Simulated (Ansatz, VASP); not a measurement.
# InP in VASP and in Ansatz

The input INCAR:

```
  PREC = Accurate
  ENCUT = 520
  EDIFF = 1E-6
  ISMEAR = -1
  SIGMA = 0.08
  LREAL = False
  LASPH = True
  NELM = 60
  ALGO = Normal
  ISIF = 2
  LWAVE = False
  LCHARG = False
  GGA = PE
  NBANDS = 16
```

Contents of KPOINTS:

```
regular mesh
0
Gamma
  14 14 14
```

File POSCAR:

```
InP
1.0
    0.0000000000      2.8248947093      2.8248947093
    2.8248947093      0.0000000000      2.8248947093
    2.8248947093      2.8248947093      0.0000000000
In P
1 1
Direct
    0.0000000000      0.0000000000      0.0000000000
    0.5000000000      0.5000000000      0.5000000000
```

Input for Ansatz:

```yaml
crystal:
  lattice:
    - [0.0, 2.8248947093, 2.8248947093]
    - [2.8248947093, 0.0, 2.8248947093]
    - [2.8248947093, 2.8248947093, 0.0]
  atoms:
    - { symbol: In, position: [0.0, 0.0, 0.0] }
    - { symbol: P, position: [0.5, 0.5, 0.5] }
kpoints:
  mp_grid: { grid: [14, 14, 14] }
scf:
  occupations: { method: fermi_dirac, width: 0.08 }
hamiltonian:
  xc: pbe
  pseudopotentials: { kind: all_electron, lapw: { basis_error: 0.0005 } }
output:
  forces: true
  stress: true
  eigenvalues: true
```

Change from the starting cell: volume scaled by 1.06.

Alike in both runs: task single point; functional PBE; k mesh 14 × 14 × 14; occupations fermi-dirac, width 0.08 eV; no spin polarisation.

|  | VASP | Ansatz |
| --- | --- | --- |
| version | VASP 6.6.1 | Ansatz 0.2.0 |
| potentials or method | VASP PAW PBE potentials, release 64 (In_d, P), cutoff 520 eV | all-electron LAPW, scalar-relativistic |

```tsv
	VASP	Ansatz	Ansatz less VASP
pressure (GPa)	-3.7	-3.7	+0.05
```

Ansatz ran all-electron here, and VASP with PAW potentials.
